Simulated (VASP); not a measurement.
# BP (F-43m) in VASP: a series of runs

BP is run at these levels: LDA; tasks: relaxation of cell and atoms, single point.

Program: VASP 6.6.1. These are calculated values, not measurements. Logs are shortened: lines on timing, memory, paths and dates and some standing lists are left out, and cuts for length are marked.

## Step 1: The cell of the first run

The structure is cubic, space group F-43m (No. 216). The conventional cell has a = 4.491 Å, b = 4.491 Å, c = 4.491 Å, α = 90.00°, β = 90.00°, γ = 90.00°. B (site symmetry -43m) has 4 P at 1.94 Å within 2.6 Å. P (site symmetry -43m) has 4 B at 1.94 Å within 2.6 Å.

## Step 2: Relaxation of cell and atoms, LDA

Input file INCAR:

```
SYSTEM = BP
ALGO = Normal
EDIFF = 1E-7
EDIFFG = -0.001
ENCUT = 600
GGA = CA
IBRION = 2
ISIF = 3
ISMEAR = 0
LASPH = .True.
LCHARG = .False.
LREAL = .False.
LWAVE = .False.
NELM = 60
NSW = 80
PREC = Accurate
SIGMA = 0.01
```

Input file KPOINTS:

```
k-points
0
Gamma
  10 10 10
  0 0 0
```

Input file POSCAR:

```
BP
1.0
    0.0000000000      2.2453968615      2.2453968615
    2.2453968615      0.0000000000      2.2453968615
    2.2453968615      2.2453968615      0.0000000000
B P
1 1
Direct
    0.0000000000      0.0000000000      0.0000000000
    0.7500000000      0.7500000000      0.7500000000
```

Potentials or basis: VASP PAW LDA potentials, release 64 (B, P).

Command:

```bash
$ cat potpaw_LDA.64/B/POTCAR potpaw_LDA.64/P/POTCAR > POTCAR
$ mpirun -np 1 vasp_std > vasp.out
```

OUTCAR:

```text
SYSTEM = BP
   EDIFF = 1E-7
   EDIFFG = -0.001
   ENCUT = 600
   GGA = CA
   IBRION = 2
   ISIF = 3
   ISMEAR = 0
   LASPH = .True.
   LREAL = .False.
   NELM = 60
   NSW = 80
   PREC = Accurate

 ion  position               nearest neighbor table
   1  0.000  0.000  0.000-   2 1.94   2 1.94   2 1.94   2 1.94
   2  0.750  0.750  0.750-   1 1.94   1 1.94   1 1.94   1 1.94

  LATTYP: Found a face centered cubic cell.
 ALAT       =     4.4907937230

  Lattice vectors:

 A1 = (   0.0000000000,   2.2453968615,   2.2453968615)
 A2 = (   2.2453968615,   0.0000000000,   2.2453968615)
 A3 = (   2.2453968615,   2.2453968615,   0.0000000000)

Analysis of symmetry for initial positions (statically):
=====================================================================
 Subroutine PRICEL returns:
 Original cell was already a primitive cell.

 Routine SETGRP: Setting up the symmetry group for a
 face centered cubic supercell.

 Subroutine GETGRP returns: Found 24 space group operations
 (whereof 24 operations were pure point group operations)
 out of a pool of 48 trial point group operations.

The static configuration has the point symmetry T_d .

Analysis of symmetry for dynamics (positions and initial velocities):
=====================================================================
 Subroutine PRICEL returns:
 Original cell was already a primitive cell.

 Routine SETGRP: Setting up the symmetry group for a
 face centered cubic supercell.

 Subroutine GETGRP returns: Found 24 space group operations
 (whereof 24 operations were pure point group operations)
 out of a pool of 48 trial point group operations.

The dynamic configuration has the point symmetry T_d .

 Subroutine INISYM returns: Found 24 space group operations
 (whereof 24 operations are pure point group operations),
 and found     1 'primitive' translations

----------------------------------------------------------------------------------------

                                     Primitive cell

  volume of cell :      22.6417

  direct lattice vectors                    reciprocal lattice vectors
     0.000000000  2.245396862  2.245396862    -0.222677785  0.222677785  0.222677785
     2.245396862  0.000000000  2.245396862     0.222677785 -0.222677785  0.222677785
     2.245396862  2.245396862  0.000000000     0.222677785  0.222677785 -0.222677785

  length of vectors
     3.175470694  3.175470694  3.175470694     0.385689238  0.385689238  0.385689238

  position of ions in fractional coordinates (direct lattice)
     0.000000000  0.000000000  0.000000000
     0.750000000  0.750000000  0.750000000

  ion indices of the primitive-cell ions
   primitive index   ion index
                 1           1
                 2           2

----------------------------------------------------------------------------------------

 KPOINTS: k-points

Automatic generation of k-mesh.
 Grid dimensions read from file:
 generate k-points for:   10   10   10

 Generating k-lattice:

  Cartesian coordinates                     Fractional coordinates (reciprocal lattice)
    -0.022267779  0.022267779  0.022267779     0.100000000  0.000000000  0.000000000
     0.022267779 -0.022267779  0.022267779     0.000000000  0.100000000  0.000000000
     0.022267779  0.022267779 -0.022267779     0.000000000  0.000000000  0.100000000

  Length of vectors
     0.038568924  0.038568924  0.038568924

  Shift w.r.t. Gamma in fractional coordinates (k-lattice)
     0.000000000  0.000000000  0.000000000

 Subroutine IBZKPT returns following result:
 ===========================================

 Found     47 irreducible k-points:

 Following reciprocal coordinates:
            Coordinates               Weight
  0.000000  0.000000  0.000000      1.000000
  0.100000  0.000000  0.000000      8.000000
  0.200000  0.000000  0.000000      8.000000
  0.300000  0.000000  0.000000      8.000000
  0.400000  0.000000  0.000000      8.000000
  0.500000  0.000000  0.000000      4.000000
[... 16 lines left out ...]
  0.300000  0.300000  0.000000      6.000000
  0.400000  0.300000  0.000000     24.000000
 [... further k-points ...]
   k-points           NKPTS =     47   k-points in BZ     NKDIM =     47   number of bands    NBANDS=      8
   number of dos      NEDOS =    301   number of ions     NIONS =      2
   total plane-waves  NPLWV =  21952
   dimension x,y,z NGX =    28 NGY =   28 NGZ =   28
   dimension x,y,z NGXF=    56 NGYF=   56 NGZF=   56
   ions per type =               1   1
   NGX,Y,Z   is equivalent  to a cutoff of  14.66, 14.66, 14.66 a.u.
   NGXF,Y,Z  is equivalent  to a cutoff of  29.32, 29.32, 29.32 a.u.
 SYSTEM =  BP
   PREC   = accura    normal or accurate (medium, high low for compatibility)
   ISTART =      0    job   : 0-new  1-cont  2-samecut
   ICHARG =      2    charge: 1-file 2-atom 10-const
   ISPIN  =      1    spin polarized calculation?
   LNONCOLLINEAR =      F non collinear calculations
   LSORBIT =      F    spin-orbit coupling
   LASPH  =      T    aspherical Exc in radial PAW
   ENCUT  =  600.0 eV  44.10 Ry    6.64 a.u.   6.34  6.34  6.34*2*pi/ulx,y,z
   NELM   =     60;   NELMIN=  2; NELMDL= -5     # of ELM steps
   EDIFF  = 0.1E-06   stopping-criterion for ELM
   LREAL  =      F    real-space projection
   EDIFFG = -.1E-02   stopping-criterion for IOM
   NSW    =     80    number of steps for IOM
   IBRION =      2    ionic relax: 0-MD 1-quasi-New 2-CG
   NFREE  =      1    steps in history (QN), initial steepest desc. (CG)
   ISIF   =      3    stress and relaxation
   ISYM   =      2    0-nonsym 1-usesym 2-fastsym
   POTIM  = 0.5000    time-step for ionic-motion
   TEBEG  =    0.0;   TEEND  =   0.0 temperature during run
   PSTRESS=    0.0 pullay stress
   NELECT =       8.0000    total number of electrons
   NUPDOWN=      -1.0000    fix difference up-down
   EMIN   =  10.00;   EMAX   =-10.00  energy-range for DOS
   EFERMI =   0.00;   METHOD = LEGACY
   ISMEAR =     0;   SIGMA  =   0.01  broadening in eV -4-tet -1-fermi 0-gaus
   EFERMI_NEDOS =   21; number of points for ismear=-14 and -15
   IALGO  =     38    algorithm
   IMIX   =      4    mixing-type and parameters
     AMIX     =   0.40;   BMIX     =  1.00
     AMIX_MAG =   1.60;   BMIX_MAG =  1.00
  volume/ion in A,a.u.               =      11.32        76.40
  Fermi-wavevector in a.u.,A,eV,Ry     =   1.157360  2.187093 18.224754  1.339482
  Thomas-Fermi vector in A             =   2.293972
   LORBIT       =      0    0 simple, 1 ext, 2 COOP (PROOUT), +10 PAW based schemes
   GGA     = CA    functional components
   LHFCALC =     F    Hartree Fock is set to
   AEXX    =    0.0000 exact exchange contribution
   IVDW    =     0    specifies the selected vdW correction
   LEPSILON=     F    determine dielectric tensor
   LRPA    =     F    only Hartree local field effects (RPA)
 conjugate gradient relaxation of ions
 non-spin polarized calculation
 Gauss-broadening in eV      SIGMA  =   0.01
  energy-cutoff  :      600.00
  volume of cell :       22.64
 maximum number of plane-waves:       769
 NGX is ok and might be reduce to    28
   NGX = 13   NGY = 13   NGZ = 13

--------------------------------------- Ionic step        1  -------------------------------------------

 number of electron       8.0000001 magnetization

 Free energy of the ion-electron system (eV)
  ---------------------------------------------------
  ext. energy  EPLUGINS =         0.00000000
  ---------------------------------------------------
  free energy    TOTEN  =       -14.40103365 eV

  energy without entropy =      -14.40103365  energy(sigma->0) =      -14.40103365

------------------------ aborting loop because EDIFF is reached ----------------------------------------

  FORCE on cell =-STRESS in cart. coord.  units (eV):
  Direction    XX          YY          ZZ          XY          YZ          ZX
  --------------------------------------------------------------------------------------
  -------------------------------------------------------------------------------------
  Total       -0.0205525     -0.0205525     -0.0205525     -0.0000000     -0.0000000      0.0000000
  in kB       -1.4543381     -1.4543381     -1.4543381     -0.0000000     -0.0000000      0.0000000
  external PRESSURE =      -1.4543381 kB  Pullay stress =       0.0000000 kB
[... 57 lines left out ...]
  energy  without entropy=      -14.4010363478  energy(sigma->0) =      -14.40103635

--------------------------------------- Ionic step        3  -------------------------------------------

 number of electron       8.0000001 magnetization

 Free energy of the ion-electron system (eV)
  ---------------------------------------------------
  ext. energy  EPLUGINS =         0.00000000
  ---------------------------------------------------
  free energy    TOTEN  =       -14.40104194 eV

  energy without entropy =      -14.40104194  energy(sigma->0) =      -14.40104194

 E-fermi :   7.8532     XC(G=0): -11.2213

 val. band max:        7.7936492642   @ k =   0.0000   0.0000   0.0000
 cond. band min:       8.9439562739   @ k =   0.4000   0.4000   0.0000
 fundamental gap:      1.1503070098
 Fermi energy:         7.8532054960

 k-point     1 :       0.0000    0.0000    0.0000
  band No.  band energies     occupation
      1      -7.8824      2.00000
      2       7.7936      2.00000
      3       7.7936      2.00000
      4       7.7936      2.00000
      5      11.2238      0.00000
      6      11.2238      0.00000
      7      11.2238      0.00000
      8      15.6583      0.00000
[... 243 lines left out ...]
 k-point    24 :       0.4000    0.3000    0.0000
  band No.  band energies     occupation
      1      -4.8632      2.00000
      2       1.6375      2.00000
      3       3.6298      2.00000
      4       4.1866      2.00000
      5       9.5329      0.00000
      6      11.3290      0.00000
      7      17.4132      0.00000
      8      17.4391      0.00000

 [... further k-points ...]
[... 5 lines left out ...]
  --------------------------------------------------------------------------------------
  -------------------------------------------------------------------------------------
  Total        0.0005083      0.0005083      0.0005083      0.0000000     -0.0000000     -0.0000000
  in kB        0.0359953      0.0359953      0.0359953      0.0000000     -0.0000000     -0.0000000
  external PRESSURE =       0.0359953 kB  Pullay stress =       0.0000000 kB
[... 17 lines left out ...]
  FREE ENERGIE OF THE ION-ELECTRON SYSTEM (eV)
  ---------------------------------------------------
  free  energy   TOTEN  =       -14.4010419399 eV

  energy  without entropy=      -14.4010419399  energy(sigma->0) =      -14.40104194

 reached required accuracy - stopping structural energy minimisation
```

It took 8 s on 1 thread of Intel Xeon 6975P-C (Granite Rapids), shared host; peak memory 0.13 GiB.

Results:

```yaml
Free_energy: -14.4010 eV
Relaxed_volume: 11.31 Å³/atom
Relaxed_cell: a = 3.175 Å, b = 3.175 Å, c = 3.175 Å, α = 60.00°, β = 60.00°, γ = 60.00°
Space_group_after_relaxing_to_0.05_Å: F-43m (No. 216)
Energy_gained_by_relaxing: 0.0 meV/atom
Ionic_steps: 3
Pressure_after_relaxing: 0.0 GPa
Band_gap_on_the_k_mesh: 1.15 eV, indirect (least direct gap 3.43 eV)
```

Final structure:
```cif
data_structure
_symmetry_space_group_name_H-M 'P 1'
_symmetry_Int_Tables_number 1
_cell_length_a 3.1746
_cell_length_b 3.1746
_cell_length_c 3.1746
_cell_angle_alpha 60.000
_cell_angle_beta 60.000
_cell_angle_gamma 60.000
_cell_volume 22.62
loop_
_atom_site_label
_atom_site_type_symbol
_atom_site_fract_x
_atom_site_fract_y
_atom_site_fract_z
_atom_site_occupancy
B1 B 0.00000 0.00000 0.00000 1
P1 P 0.75000 0.75000 0.75000 1
```

Levels at points of the mesh, in eV from the valence-band top:
| k point | band 2 | band 3 | band 4 | band 5 | band 6 | band 7 |
| --- | --- | --- | --- | --- | --- | --- |
| (0.00, 0.00, 0.00) | 0.00 | 0.00 | 0.00 | 3.43 | 3.43 | 3.43 |
| (0.50, 0.00, 0.00) | -9.24 | -1.79 | -1.79 | 3.98 | 4.70 | 4.70 |
| (0.50, 0.50, 0.00) | -8.65 | -4.22 | -4.22 | 1.24 | 1.53 | 12.30 |

## Step 3: Relaxation of cell and atoms, LDA

This run uses another cell than the first one, of 11.68 Å³/atom, 1.032 times its volume.

Input file INCAR:

```
  PREC = Accurate
  ENCUT = 600
  EDIFF = 1E-7
  ISMEAR = 0
  SIGMA = 0.02
  LREAL = F
  LASPH = T
  NELM = 60
  ALGO = Normal
  ISIF = 3
  LWAVE = F
  LCHARG = F
  GGA = CA
  IBRION = 2
  NSW = 100
  EDIFFG = -0.005
```

Input file KPOINTS:

```
Automatic mesh
0
Gamma
  10 10 10
```

Input file POSCAR:

```
BP
1.0
    0.0000000000      2.2690000000      2.2690000000
    2.2690000000      0.0000000000      2.2690000000
    2.2690000000      2.2690000000      0.0000000000
B P
1 1
Direct
    0.0000000000      0.0000000000      0.0000000000
    0.7500000000      0.7500000000      0.7500000000
```

Potentials or basis: VASP PAW LDA potentials, release 64 (B, P).

Command:

```bash
$ cat potpaw_LDA.64/B/POTCAR potpaw_LDA.64/P/POTCAR > POTCAR
$ mpirun -np 1 vasp_std > vasp.out
```

Wall time 10 s (1 thread of Intel Xeon 6975P-C (Granite Rapids), shared host); peak memory 0.14 GiB.

It converged, with:

| Property | Result |
| --- | --- |
| Free energy | -14.4013 eV |
| Relaxed volume | 11.31 Å³/atom |
| Relaxed cell | a = 3.175 Å, b = 3.175 Å, c = 3.175 Å, α = 60.00°, β = 60.00°, γ = 60.00° |
| Space group after relaxing (to 0.05 Å) | F-43m (No. 216) |
| Energy gained by relaxing | 6.3 meV/atom |
| Ionic steps | 3 |
| Pressure after relaxing | 0.0 GPa |
| Band gap on the k mesh | 1.15 eV, indirect (least direct gap 3.43 eV) |

Step by step:
```csv
step,energy change (eV),largest force (eV/Å),pressure (GPa),volume (Å³)
1,0.0000,0.0000,-5.32,23.36
2,-0.0050,0.0000,4.50,22.08
3,-0.0126,0.0000,-0.02,22.63
```

Final structure:
```yaml
crystal:
  lattice:
    - [0.00000, 2.24487, 2.24487]
    - [2.24487, 0.00000, 2.24487]
    - [2.24487, 2.24487, 0.00000]
  atoms:
    - { symbol: B, position: [0.00000, 0.00000, 0.00000] }
    - { symbol: P, position: [0.75000, 0.75000, 0.75000] }
```

Levels at points of the mesh, in eV from the valence-band top:
```csv
k point,band 1,band 2,band 3,band 4,band 5,band 6,band 7,band 8
"(0.00, 0.00, 0.00)",-15.68,0.00,0.00,0.00,3.43,3.43,3.43,7.86
"(0.50, 0.00, 0.00)",-12.22,-9.24,-1.79,-1.79,3.98,4.70,4.70,10.04
"(0.50, 0.50, 0.00)",-10.68,-8.65,-4.22,-4.22,1.24,1.53,12.30,12.30
```

A k mesh can miss the band edges. Zero-point motion and thermal expansion aren't in these numbers.

## Step 4: Single point, LDA

This run uses another cell than the first one, of 10.80 Å³/atom, 0.954 times its volume.

Input file INCAR:

```
PREC = Accurate ; ENCUT = 520
EDIFF = 1E-6 ; ISMEAR = 0
SIGMA = 0.01 ; LREAL = F
LASPH = T ; NELM = 80
ALGO = Normal ; ISIF = 2
LWAVE = F ; LCHARG = F
GGA = CA ; NBANDS = 11
```

KPOINTS is that of step 3.

Input file POSCAR:

```
BP
1.0
    0.0000000000      2.2103848551      2.2103848551
    2.2103848551      0.0000000000      2.2103848551
    2.2103848551      2.2103848551      0.0000000000
B P
1 1
Direct
    0.0000000000      0.0000000000      0.0000000000
    0.7500000000      0.7500000000      0.7500000000
```

Command:

```bash
$ cat potpaw_LDA.64/B/POTCAR potpaw_LDA.64/P/POTCAR > POTCAR
$ mpirun -np 1 vasp_std > vasp.out
```

Wall time 4 s (1 thread of Intel Xeon Platinum 8488C (Sapphire Rapids), shared host); peak memory 0.12 GiB.

It converged, with:

```yaml
Free_energy: -14.3716 eV
Pressure: 8.9 GPa
Band_gap_on_the_k_mesh: 1.09 eV, indirect (least direct gap 3.51 eV)
```

Levels at points of the mesh, in eV from the valence-band top:
```tsv
k point	band 2	band 3	band 4	band 5	band 6	band 7
(0.00, 0.00, 0.00)	0.00	0.00	0.00	3.51	3.51	3.51
(0.50, 0.00, 0.00)	-9.58	-1.84	-1.84	4.27	4.74	4.74
(0.50, 0.50, 0.00)	-8.89	-4.39	-4.39	1.15	1.49	12.75
```

(Continued in part 2 of 2.)
